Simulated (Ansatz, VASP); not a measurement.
**Two plane-wave programs on InAgBrF**

File POSCAR:

```
InAgBrF
1.0
    3.9110520000      0.0000000000      0.0000000000
    0.0000000000      3.9110520000      0.0000000000
    0.0000000000      0.0000000000     10.8754940000
In Ag Br F
2 2 2 2
Direct
    0.2500000000      0.2500000000      0.8912000000
    0.7500000000      0.7500000000      0.1088000000
    0.2500000000      0.2500000000      0.3447000000
    0.7500000000      0.7500000000      0.6553000000
    0.2500000000      0.2500000000      0.5960000000
    0.7500000000      0.7500000000      0.4040000000
    0.7500000000      0.2500000000      0.0000000000
    0.2500000000      0.7500000000      0.0000000000
```

The input INCAR.step1:

```
PREC = Accurate ; ENCUT = 520
ISMEAR = -1 ; SIGMA = 0.0255
LREAL = F ; LASPH = T
NELM = 80 ; NBANDS = 48
GGA = PE ; ALGO = Normal
EDIFF = 1E-4 ; LWAVE = T
LCHARG = F
```

The input INCAR.step2:

```
PREC = Accurate ; ENCUT = 520
EDIFF = 1E-6 ; ISMEAR = -1
SIGMA = 0.0255 ; LREAL = F
LASPH = T ; NELM = 80
ALGO = Normal ; ISIF = 2
LWAVE = F ; LCHARG = F
METAGGA = R2SCAN ; LMIXTAU = T
NBANDS = 48 ; ISTART = 1
```

KPOINTS

```
regular mesh
0
Gamma
  7 7 3
```

Input for Ansatz:

```yaml
crystal:
  lattice:
    - [3.911052, 0.0, 0.0]
    - [0.0, 3.911052, 0.0]
    - [0.0, 0.0, 10.875494]
  atoms:
    - { symbol: In, position: [0.25, 0.25, 0.8912] }
    - { symbol: In, position: [0.75, 0.75, 0.1088] }
    - { symbol: Ag, position: [0.25, 0.25, 0.3447] }
    - { symbol: Ag, position: [0.75, 0.75, 0.6553] }
    - { symbol: Br, position: [0.25, 0.25, 0.596] }
    - { symbol: Br, position: [0.75, 0.75, 0.404] }
    - { symbol: F, position: [0.75, 0.25, 0.0] }
    - { symbol: F, position: [0.25, 0.75, 0.0] }
  symmetry: { tolerance: 0.0003 }
kpoints:
  mp_grid: { grid: [7, 7, 3], shift: [0, 0, 0] }
  band_path:
    path:
      - [0.0, 0.0, 0.0]
      - [0.0, 0.5, 0.0]
      - [0.5, 0.5, 0.0]
      - [0.0, 0.0, 0.0]
      - [0.0, 0.0, 0.5]
      - [0.0, 0.5, 0.5]
      - [0.5, 0.5, 0.5]
      - [0.0, 0.0, 0.5]
      - [0.0, 0.5, 0.0]
      - [0.0, 0.5, 0.5]
      - [0.5, 0.5, 0.0]
    npoints: 6
magnetization:
  spin_polarized: false
scf:
  occupations: { method: fermi_dirac, width: 0.0255 }
  lower_state_search: "off"
  max_iter: 200
hamiltonian:
  pseudopotentials: { kind: paw }
  xc: r2scan
basis:
  ecutwfc: 500
  fft_grid_basis: typed
output:
  forces: true
  stress: true
  eigenvalues: true
  bader: true
  populations: true
  elf: true
  write_potential: true
  volumetric_format: npy
  dos:
    e_range: [-12, 8]
    de: 0.05
    projected: { site_lists: { Ag: [Ag], Br: [Br], F: [F], In: [In] } }
checkpoint:
  read: saved_state
```

Alike in both runs: task single point; functional r2SCAN; k mesh 7 × 7 × 3; occupations fermi-dirac, width 0.0255 eV; no spin polarisation.

|  | VASP | Ansatz |
| --- | --- | --- |
| version | VASP 6.6.1 | Ansatz 0.2.0 |
| potentials or method | VASP PAW PBE potentials, release 64 (In_d, Ag, Br, F), cutoff 520 eV | PAW plane waves |
| valence electrons in the cell | 76 | 92 |

Ansatz gave:

```
gap on the k mesh at the Fermi level (eV)                     : 1.22
pressure (GPa)                                                : 9.0
traceless stress, the component that is largest in VASP (GPa) : 4.53
rms of the force components (eV/Å)                            : 0.601
```

Q: Which values does VASP return?

A: gap on the k mesh at the Fermi level (eV): 1.20; pressure (GPa): 9.1; traceless stress, the component that is largest in VASP (GPa): 4.46; rms of the force components (eV/Å): 0.635.

VASP's potentials were made for PBE, not for r2SCAN. Atom by atom the forces differ by 0.036 eV/Å (rms over components). With one functional, cell and mesh, what is left measures potentials, basis and numerics. VASP's potentials hold 76 valence electrons a cell and Ansatz's 92, so a difference there can come from the potentials and not from the codes.
